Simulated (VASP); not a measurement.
# BN (F-43m) in VASP: notebook

Runs on BN. Level: r2SCAN. Tasks: dielectric tensor.

Everything below comes from runs of VASP 6.6.1. Logs are shortened: lines on timing, memory, paths and dates and some standing lists are left out, and cuts for length are marked.

## Step 1: The cell of the first run

The structure is cubic, space group F-43m (No. 216). Conventional cell: a = 3.646 Å, b = 3.646 Å, c = 3.646 Å, α = 90.00°, β = 90.00°, γ = 90.00°. B (site symmetry -43m) has 4 N at 1.58 Å within 2.1 Å. Within 2.1 Å of N (site symmetry -43m) lie 4 B at 1.58 Å.

## Step 2: Dielectric tensor, r2SCAN (strain +1.0%)

INCAR

```
SYSTEM = BN
PREC = Accurate ; ENCUT = 520
EDIFF = 1E-8 ; ISMEAR = 0
SIGMA = 0.01 ; LREAL = .False.
LASPH = .True. ; NELM = 100
ALGO = Normal ; ISIF = 2
LWAVE = .False. ; LCHARG = .False.
METAGGA = R2SCAN ; LMIXTAU = .True.
LCALCEPS = .True.
```

KPOINTS

```
regular mesh
0
Gamma
  10 10 10
  0 0 0
```

POSCAR

```
BN
1.0
    0.0000000000      1.8228737197      1.8228737197
    1.8228737197      0.0000000000      1.8228737197
    1.8228737197      1.8228737197      0.0000000000
B N
1 1
Direct
    0.0000000000      0.0000000000      0.0000000000
    0.2500000000      0.2500000000      0.2500000000
```

Potentials or basis: VASP PAW PBE potentials, release 64 (B, N).

Launch:

```console
> cat potpaw_PBE.64/B/POTCAR potpaw_PBE.64/N/POTCAR > POTCAR
> mpirun -np 1 vasp_std > vasp.out
```

OUTCAR:

```text
SYSTEM = BN
   PREC = Accurate
   ENCUT = 520
   EDIFF = 1E-8
   ISMEAR = 0
   LREAL = .False.
   LASPH = .True.
   NELM = 100
   ISIF = 2
   METAGGA = R2SCAN

 ion  position               nearest neighbor table
   1  0.000  0.000  0.000-   2 1.58   2 1.58   2 1.58   2 1.58
   2  0.250  0.250  0.250-   1 1.58   1 1.58   1 1.58   1 1.58

  LATTYP: Found a face centered cubic cell.
 ALAT       =     3.6457474394

  Lattice vectors:

 A1 = (   0.0000000000,   1.8228737197,   1.8228737197)
 A2 = (   1.8228737197,   0.0000000000,   1.8228737197)
 A3 = (   1.8228737197,   1.8228737197,   0.0000000000)

Analysis of symmetry for initial positions (statically):
=====================================================================
 Subroutine PRICEL returns:
 Original cell was already a primitive cell.

 Routine SETGRP: Setting up the symmetry group for a
 face centered cubic supercell.

 Subroutine GETGRP returns: Found 24 space group operations
 (whereof 24 operations were pure point group operations)
 out of a pool of 48 trial point group operations.

The static configuration has the point symmetry T_d .

Analysis of symmetry for dynamics (positions and initial velocities):
=====================================================================
 Subroutine PRICEL returns:
 Original cell was already a primitive cell.

 Routine SETGRP: Setting up the symmetry group for a
 face centered cubic supercell.

 Subroutine GETGRP returns: Found 24 space group operations
 (whereof 24 operations were pure point group operations)
 out of a pool of 48 trial point group operations.

The dynamic configuration has the point symmetry T_d .

 Subroutine INISYM returns: Found 24 space group operations
 (whereof 24 operations are pure point group operations),
 and found     1 'primitive' translations

----------------------------------------------------------------------------------------

                                     Primitive cell

  volume of cell :      12.1143

  direct lattice vectors                    reciprocal lattice vectors
     0.000000000  1.822873720  1.822873720    -0.274292176  0.274292176  0.274292176
     1.822873720  0.000000000  1.822873720     0.274292176 -0.274292176  0.274292176
     1.822873720  1.822873720  0.000000000     0.274292176  0.274292176 -0.274292176

  length of vectors
[... 129 lines left out ...]
  energy without entropy =      -19.16228227  energy(sigma->0) =      -19.16228227

 E-fermi :   6.9848     XC(G=0): -13.5121

 val. band max:        6.9334009800   @ k =   0.0000   0.0000   0.0000
 cond. band min:   10000.0000000000   @ k =   0.0000   0.0000   0.0000
 fundamental gap:   9993.0665990200
 Fermi energy:         6.9848059316

 k-point     1 :       0.0000    0.0000    0.0000
  band No.  band energies     occupation
      1     -14.0661      2.00000
      2       6.9332      2.00000
      3       6.9333      2.00000
      4       6.9334      2.00000
      5   10000.0000      0.00000
      6   10000.0000      0.00000
      7   10000.0000      0.00000
      8   10000.0000      0.00000
[... 243 lines left out ...]
 k-point    24 :       0.4000    0.3000    0.0000
  band No.  band energies     occupation
      1     -10.2731      2.00000
      2      -0.0853      2.00000
      3       2.3618      2.00000
      4       2.8107      2.00000
      5   10000.0000      0.00000
      6   10000.0000      0.00000
      7   10000.0000      0.00000
      8   10000.0000      0.00000

 [... further k-points ...]

------------------------ aborting loop because EDIFF is reached ----------------------------------------

            Ionic dipole moment: p[ion]=(     4.55718     4.55718     4.55718 ) |e| Angst

 Total electronic dipole moment: p[elc]=(     0.00255     0.00255     0.00493 ) |e| Angst

 MACROSCOPIC STATIC DIELECTRIC TENSOR (including local field effects)
 ------------------------------------------------------
           4.555060     0.000000     0.000000
           0.000000     4.555060     0.000000
          -0.000000     0.000000     4.555060
 ------------------------------------------------------

 PIEZOELECTRIC TENSOR (including local field effects) (e Angst)
          XX          YY          ZZ          XY          YZ          ZX
  --------------------------------------------------------------------------------
  x    -0.00000     0.00000     0.00000     0.00000    -0.83267     0.00000
  y    -0.00000     0.00000    -0.00000     0.00000    -0.00000    -0.83267
  z     0.00000     0.00000    -0.00000    -0.83267    -0.00000    -0.00000

 PIEZOELECTRIC TENSOR (including local field effects) (C/m^2)
          XX          YY          ZZ          XY          YZ          ZX
  --------------------------------------------------------------------------------
  x    -0.00000     0.00000     0.00000     0.00000    -1.10124     0.00000
  y    -0.00000     0.00000    -0.00000     0.00000    -0.00000    -1.10124
  z     0.00000     0.00000    -0.00000    -1.10124    -0.00000    -0.00000

 BORN EFFECTIVE CHARGES (including local field effects) (in |e|, cummulative output)
 ---------------------------------------------------------------------------------
 ion    1
    1     2.04131     0.00000    -0.00000
    2    -0.00000     2.04131     0.00000
    3    -0.00000    -0.00000     2.04131
 ion    2
    1    -2.04131     0.00000     0.00000
    2     0.00000    -2.04131    -0.00000
    3     0.00000     0.00000    -2.04131

  FORCE on cell =-STRESS in cart. coord.  units (eV):
  Direction    XX          YY          ZZ          XY          YZ          ZX
  --------------------------------------------------------------------------------------
  -------------------------------------------------------------------------------------
  Total       -0.7602687     -0.7602687     -0.7602687     -0.0000000     -0.0000000     -0.0000000
  in kB     -100.5490409   -100.5490409   -100.5490409     -0.0000000     -0.0000000     -0.0000000
  external PRESSURE =    -100.5490409 kB  Pullay stress =       0.0000000 kB

 VOLUME and BASIS-vectors are now :
 -----------------------------------------------------------------------------
  energy-cutoff  :      520.00
  volume of cell :       12.11
      direct lattice vectors                 reciprocal lattice vectors
     0.000000000  1.822873720  1.822873720    -0.274292176  0.274292176  0.274292176
     1.822873720  0.000000000  1.822873720     0.274292176 -0.274292176  0.274292176
     1.822873720  1.822873720  0.000000000     0.274292176  0.274292176 -0.274292176

 POSITION                                       TOTAL-FORCE (eV/Angst)
 -----------------------------------------------------------------------------------
      0.00000      0.00000      0.00000        -0.000000      0.000000     -0.000000
      0.91144      0.91144      0.91144         0.000000     -0.000000      0.000000
 -----------------------------------------------------------------------------------
    total drift:                                0.000000      0.000000      0.000000

  FREE ENERGIE OF THE ION-ELECTRON SYSTEM (eV)
  ---------------------------------------------------
  free  energy   TOTEN  =       -19.1622822689 eV

  energy  without entropy=      -19.1622822689  energy(sigma->0) =      -19.16228227
```

OSZICAR:

```text
N       E                     dE             d eps       ncg     rms          rms(c)
DAV:   1     0.590466761708E+01    0.59047E+01   -0.53217E+03   792   0.102E+03
DAV:   2    -0.221589728885E+02   -0.28064E+02   -0.26104E+02  1008   0.172E+02
DAV:   3    -0.223838948591E+02   -0.22492E+00   -0.22492E+00   928   0.195E+01
[... 12 lines left out ...]
DMP:   6    -0.191622820759E+02   -0.38005E-06   -0.22876E-06  2256   0.293E-06   0.538E-06
DMP:   7    -0.191622822097E+02   -0.13383E-06   -0.59629E-07  2256   0.987E-07   0.969E-07
DMP:   8    -0.191622822340E+02   -0.24261E-07   -0.23967E-07  2256   0.745E-07  -0.280E-07
DMP:   9    -0.191622822460E+02   -0.12065E-07   -0.21210E-07  2256   0.528E-07   0.421E-09
DMP:  10    -0.191622822598E+02   -0.13776E-07   -0.13970E-07  2256   0.267E-07   0.159E-07
DMP:  11    -0.191622822689E+02   -0.90989E-08   -0.76673E-08  2256   0.136E-07   0.106E-07
   1 F= -.19162282E+02 E0= -.19162282E+02  d E =-.505247E-16
```

Wall time 8.9 min (1 thread of Intel Xeon 6975P-C (Granite Rapids), shared host); peak memory 0.24 GiB.

Results:

* Band gap on the k mesh: 4.94 eV (least direct gap 9.40 eV)
* Electronic dielectric tensor (diagonal): 4.56
* Born charges (mean of the diagonal): B +2.04; N -2.04 e

Levels at points of the mesh, in eV from the valence-band top:
```csv
k point,band 1,band 2,band 3,band 4,band 5,band 6,band 7,band 8
"(0.00, 0.00, 0.00)",-21.00,0.00,0.00,0.00,9.40,9.40,9.40,10.63
"(0.50, 0.00, 0.00)",-16.83,-10.85,-1.97,-1.97,10.44,11.32,11.32,16.13
"(0.50, 0.50, 0.00)",-15.44,-9.15,-4.97,-4.97,4.94,9.66,18.85,18.85
```

Electronic dielectric tensor:
```
4.56 0.00 0.00
0.00 4.56 0.00
0.00 0.00 4.56
```

Born effective charge tensors (e):
atom 1, B
```
2.04 0.00 0.00
0.00 2.04 0.00
0.00 0.00 2.04
```
atom 2, N
```
-2.04  0.00  0.00
 0.00 -2.04  0.00
 0.00  0.00 -2.04
```

Dipole moments of the cell (e·Å, modulo the quantum): ionic 4.557, 4.557, 4.557; electronic 0.003, 0.003, 0.005

Caveat: the cell differs from its parent crystal (strain +1.0%); the PAW data sets were made with another functional, which shifts forces and pressure a little.

## Step 3: Dielectric tensor, r2SCAN (strain +2.0%)

INCAR

```
ALGO = Normal ; EDIFF = 1E-8
ENCUT = 520 ; ISIF = 2
ISMEAR = 0 ; LASPH = True
LCALCEPS = True ; LCHARG = False
LMIXTAU = True ; LREAL = False
LWAVE = False ; METAGGA = R2SCAN
NELM = 80 ; PREC = Accurate
SIGMA = 0.01
```

KPOINTS

```
k-points
0
Gamma
  10 10 10
```

POSCAR

```
BN
1.0
    0.0000000000      1.8409219743      1.8409219743
    1.8409219743      0.0000000000      1.8409219743
    1.8409219743      1.8409219743      0.0000000000
B N
1 1
Direct
    0.0000000000      0.0000000000      0.0000000000
    0.2500000000      0.2500000000      0.2500000000
```

Potentials or basis: VASP PAW PBE potentials, release 64 (B, N).

Launch:

```console
> cat potpaw_PBE.64/B/POTCAR potpaw_PBE.64/N/POTCAR > POTCAR
> mpirun -np 1 vasp_std > vasp.out
```

OUTCAR:

```text
EDIFF = 1E-8
   ENCUT = 520
   ISIF = 2
   ISMEAR = 0
   LASPH = True
   LREAL = False
   METAGGA = R2SCAN
   NELM = 80
   PREC = Accurate

 ion  position               nearest neighbor table
   1  0.000  0.000  0.000-   2 1.59   2 1.59   2 1.59   2 1.59
   2  0.250  0.250  0.250-   1 1.59   1 1.59   1 1.59   1 1.59

  LATTYP: Found a face centered cubic cell.
 ALAT       =     3.6818439486

  Lattice vectors:

 A1 = (   0.0000000000,   1.8409219743,   1.8409219743)
 A2 = (   1.8409219743,   0.0000000000,   1.8409219743)
 A3 = (   1.8409219743,   1.8409219743,   0.0000000000)

Analysis of symmetry for initial positions (statically):
=====================================================================
 Subroutine PRICEL returns:
 Original cell was already a primitive cell.

 Routine SETGRP: Setting up the symmetry group for a
 face centered cubic supercell.

 Subroutine GETGRP returns: Found 24 space group operations
 (whereof 24 operations were pure point group operations)
 out of a pool of 48 trial point group operations.

The static configuration has the point symmetry T_d .

Analysis of symmetry for dynamics (positions and initial velocities):
=====================================================================
 Subroutine PRICEL returns:
 Original cell was already a primitive cell.

 Routine SETGRP: Setting up the symmetry group for a
 face centered cubic supercell.

 Subroutine GETGRP returns: Found 24 space group operations
 (whereof 24 operations were pure point group operations)
 out of a pool of 48 trial point group operations.

The dynamic configuration has the point symmetry T_d .

 Subroutine INISYM returns: Found 24 space group operations
 (whereof 24 operations are pure point group operations),
 and found     1 'primitive' translations

----------------------------------------------------------------------------------------

                                     Primitive cell

  volume of cell :      12.4777

  direct lattice vectors                    reciprocal lattice vectors
     0.000000000  1.840921974  1.840921974    -0.271603037  0.271603037  0.271603037
     1.840921974  0.000000000  1.840921974     0.271603037 -0.271603037  0.271603037
     1.840921974  1.840921974  0.000000000     0.271603037  0.271603037 -0.271603037

  length of vectors
     2.603456823  2.603456823  2.603456823     0.470430260  0.470430260  0.470430260

  position of ions in fractional coordinates (direct lattice)
     0.000000000  0.000000000  0.000000000
     0.250000000  0.250000000  0.250000000

  ion indices of the primitive-cell ions
   primitive index   ion index
                 1           1
                 2           2

----------------------------------------------------------------------------------------

 KPOINTS: k-points

Automatic generation of k-mesh.
 Grid dimensions read from file:
 generate k-points for:   10   10   10

 Generating k-lattice:
[... 74 lines left out ...]
   NUPDOWN=      -1.0000    fix difference up-down
   EMIN   =  10.00;   EMAX   =-10.00  energy-range for DOS
   EFERMI =   0.00;   METHOD = LEGACY
   ISMEAR =     0;   SIGMA  =   0.01  broadening in eV -4-tet -1-fermi 0-gaus
   EFERMI_NEDOS =   21; number of points for ismear=-14 and -15
   IALGO  =     38    algorithm
   IMIX   =      4    mixing-type and parameters
     AMIX     =   0.40;   BMIX     =  1.00
     AMIX_MAG =   1.60;   BMIX_MAG =  1.00
  volume/ion in A,a.u.               =       6.24        42.10
  Fermi-wavevector in a.u.,A,eV,Ry     =   1.411647  2.667626 27.112973  1.992747
  Thomas-Fermi vector in A             =   2.533477
   LORBIT       =      0    0 simple, 1 ext, 2 COOP (PROOUT), +10 PAW based schemes
   METAGGA = R2SCAN    functional components
   LHFCALC =     F    Hartree Fock is set to
   AEXX    =    0.0000 exact exchange contribution
   IVDW    =     0    specifies the selected vdW correction
   LEPSILON=     F    determine dielectric tensor
   LRPA    =     F    only Hartree local field effects (RPA)
   LRPA       =     F
 non-spin polarized calculation
 Gauss-broadening in eV      SIGMA  =   0.01
  energy-cutoff  :      520.00
  volume of cell :       12.48
 maximum number of plane-waves:       344
   NGX =  9   NGY =  9   NGZ =  9

 number of electron       8.0000002 magnetization

 Free energy of the ion-electron system (eV)
  ---------------------------------------------------
  ext. energy  EPLUGINS =         0.00000000
  ---------------------------------------------------
  free energy    TOTEN  =       -19.12884311 eV

  energy without entropy =      -19.12884311  energy(sigma->0) =      -19.12884311

 E-fermi :   6.6323     XC(G=0): -13.3573

 val. band max:        6.5817027562   @ k =   0.0000   0.0000   0.0000
 cond. band min:   10000.0000000000   @ k =   0.0000   0.0000   0.0000
 fundamental gap:   9993.4182972438
 Fermi energy:         6.6322951423

 k-point     1 :       0.0000    0.0000    0.0000
  band No.  band energies     occupation
      1     -14.0858      2.00000
      2       6.5815      2.00000
      3       6.5816      2.00000
      4       6.5817      2.00000
      5   10000.0000      0.00000
      6   10000.0000      0.00000
      7   10000.0000      0.00000
      8   10000.0000      0.00000
[... 243 lines left out ...]
 k-point    24 :       0.4000    0.3000    0.0000
  band No.  band energies     occupation
      1     -10.4004      2.00000
      2      -0.3216      2.00000
      3       2.1388      2.00000
      4       2.5811      2.00000
      5   10000.0000      0.00000
      6   10000.0000      0.00000
      7   10000.0000      0.00000
      8   10000.0000      0.00000

 [... further k-points ...]

------------------------ aborting loop because EDIFF is reached ----------------------------------------

            Ionic dipole moment: p[ion]=(     4.60230     4.60230     4.60230 ) |e| Angst

 Total electronic dipole moment: p[elc]=(     0.00261     0.00261     0.00509 ) |e| Angst

 MACROSCOPIC STATIC DIELECTRIC TENSOR (including local field effects)
 ------------------------------------------------------
           4.591086    -0.000000    -0.000000
          -0.000000     4.591086    -0.000000
           0.000000     0.000000     4.591086
 ------------------------------------------------------

 PIEZOELECTRIC TENSOR (including local field effects) (e Angst)
          XX          YY          ZZ          XY          YZ          ZX
  --------------------------------------------------------------------------------
  x     0.00000     0.00000     0.00000     0.00000    -0.85690     0.00000
  y     0.00000     0.00000     0.00000     0.00000     0.00000    -0.85690
  z     0.00000     0.00000     0.00000    -0.85690     0.00000     0.00000

 PIEZOELECTRIC TENSOR (including local field effects) (C/m^2)
          XX          YY          ZZ          XY          YZ          ZX
  --------------------------------------------------------------------------------
  x     0.00000     0.00000     0.00000     0.00000    -1.10029     0.00000
  y     0.00000     0.00000     0.00000     0.00000     0.00000    -1.10029
  z     0.00000     0.00000     0.00000    -1.10029     0.00000     0.00000

 BORN EFFECTIVE CHARGES (including local field effects) (in |e|, cummulative output)
 ---------------------------------------------------------------------------------
 ion    1
    1     2.05709     0.00000    -0.00000
    2    -0.00000     2.05709    -0.00000
    3     0.00000     0.00000     2.05709
 ion    2
    1    -2.05709     0.00000     0.00000
    2     0.00000    -2.05709     0.00000
    3    -0.00000    -0.00000    -2.05709

  FORCE on cell =-STRESS in cart. coord.  units (eV):
  Direction    XX          YY          ZZ          XY          YZ          ZX
  --------------------------------------------------------------------------------------
  -------------------------------------------------------------------------------------
  Total       -1.5553373     -1.5553373     -1.5553373     -0.0000000     -0.0000000      0.0000000
  in kB     -199.7096367   -199.7096367   -199.7096367     -0.0000000     -0.0000000      0.0000000
  external PRESSURE =    -199.7096367 kB  Pullay stress =       0.0000000 kB

 VOLUME and BASIS-vectors are now :
 -----------------------------------------------------------------------------
  energy-cutoff  :      520.00
  volume of cell :       12.48
      direct lattice vectors                 reciprocal lattice vectors
     0.000000000  1.840921974  1.840921974    -0.271603037  0.271603037  0.271603037
     1.840921974  0.000000000  1.840921974     0.271603037 -0.271603037  0.271603037
     1.840921974  1.840921974  0.000000000     0.271603037  0.271603037 -0.271603037

 POSITION                                       TOTAL-FORCE (eV/Angst)
 -----------------------------------------------------------------------------------
      0.00000      0.00000      0.00000        -0.000000     -0.000000     -0.000000
      0.92046      0.92046      0.92046         0.000000      0.000000      0.000000
 -----------------------------------------------------------------------------------
    total drift:                               -0.000000     -0.000000      0.000000

  FREE ENERGIE OF THE ION-ELECTRON SYSTEM (eV)
  ---------------------------------------------------
  free  energy   TOTEN  =       -19.1288431100 eV

  energy  without entropy=      -19.1288431100  energy(sigma->0) =      -19.12884311
```

Run time: 8.8 min. Hardware: 1 thread of Intel Xeon 6975P-C (Granite Rapids), shared host; peak memory 0.24 GiB.

What came out:

* Band gap on the k mesh: 4.91 eV (least direct gap 9.26 eV)
* Electronic dielectric tensor (diagonal): 4.59
* Born charges (mean of the diagonal): B +2.06; N -2.06 e

Electronic dielectric tensor:
```
4.59 0.00 0.00
0.00 4.59 0.00
0.00 0.00 4.59
```

Born effective charge tensors (e):
atom 1, B
```
2.06 0.00 0.00
0.00 2.06 0.00
0.00 0.00 2.06
```
atom 2, N
```
-2.06  0.00  0.00
 0.00 -2.06  0.00
 0.00  0.00 -2.06
```

Dipole moments of the cell (e·Å, modulo the quantum): ionic 4.602, 4.602, 4.602; electronic 0.003, 0.003, 0.005

Caveat: the cell differs from its parent crystal (strain +2.0%); the PAW data sets were made with another functional, which shifts forces and pressure a little. A k mesh can miss the band edges.
